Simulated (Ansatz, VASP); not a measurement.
**CaF in VASP and in Ansatz**

```
Ca F
1.0
     3.96074    0.02870    0.03985
    -0.05043    6.90430   -0.21853
    -0.05100   -2.24006    6.54031
Ca F
4 4
Direct
  0.75002 0.73836 0.26184
  0.24997 0.76164 0.73815
  0.24997 0.26165 0.23816
  0.75003 0.23835 0.76185
  0.24999 0.12559 0.87443
  0.75000 0.87441 0.62557
  0.75000 0.37440 0.12557
  0.25001 0.62559 0.37443
```

Change from the starting cell: the structure that the rattled cell fell into.

Alike in both runs: functional PBE; k mesh 4 × 4 × 4; occupations gaussian, width 0.1 eV; no spin polarisation.

Ansatz relaxed the structure, and its values are those at the end. VASP's run is a single point on that final structure, the one shown.

```csv
,VASP,Ansatz
version,VASP 6.6.1,Ansatz 0.2.0
potentials or method,"VASP PAW PBE potentials, release 64 (Ca_sv, F), cutoff 600 eV","scalar-relativistic, plane waves, PAW"
valence electrons in the cell,68,68
```

```tsv
	VASP	Ansatz	Ansatz less VASP
gap on the k mesh at the Fermi level (eV)	none	none	-
pressure (GPa)	0.1	0.0	-0.09
rms of the force components (eV/Å)	0.021	0.001	-0.0200
```

A gap of «none» marks a metal or a gap that the smearing closes.

The k mesh is coarse, so the values compare programs but aren't converged.
